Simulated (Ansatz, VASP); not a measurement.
# One calculation of Hf2S, two programs

```
Hf S
1.0
     3.34017    0.00000    0.00000
    -1.67008    2.89267    0.00000
     0.00000    0.00000   11.70915
Hf S
4 2
Direct
  0.66667 0.33333 0.89871
  0.33333 0.66667 0.39871
  0.66667 0.33333 0.60129
  0.33333 0.66667 0.10129
  0.00000 0.00000 0.75000
  0.00000 0.00000 0.25000
```

Alike in both runs: functional PBEsol; k mesh 12 × 12 × 4; occupations fermi-dirac, width 0.15 eV; no spin polarisation.

Ansatz relaxed the structure, and its values are those at the end. VASP's run is a single point on that final structure, the one shown.

```csv
,VASP,Ansatz
version,VASP 6.6.1,Ansatz 0.2.0
potentials or method,"VASP PAW PBE potentials, release 64 (Hf_pv, S), cutoff 520 eV","scalar-relativistic, plane waves, PAW"
valence electrons in the cell,52,116
```

|  | VASP | Ansatz | Ansatz less VASP |
| --- | --- | --- | --- |
| gap on the k mesh at the Fermi level (eV) | none | none | - |
| pressure (GPa) | -0.4 | 0.0 | +0.44 |

VASP's potentials were made for PBE, not for PBEsol. A gap of «none» marks a metal or a gap that the smearing closes. The functional is the same, so the differences come from potentials, cutoffs and numerics. VASP's potentials hold 52 valence electrons a cell and Ansatz's 116, so a difference there can come from the potentials and not from the codes.

Spin-orbit coupling is off throughout.
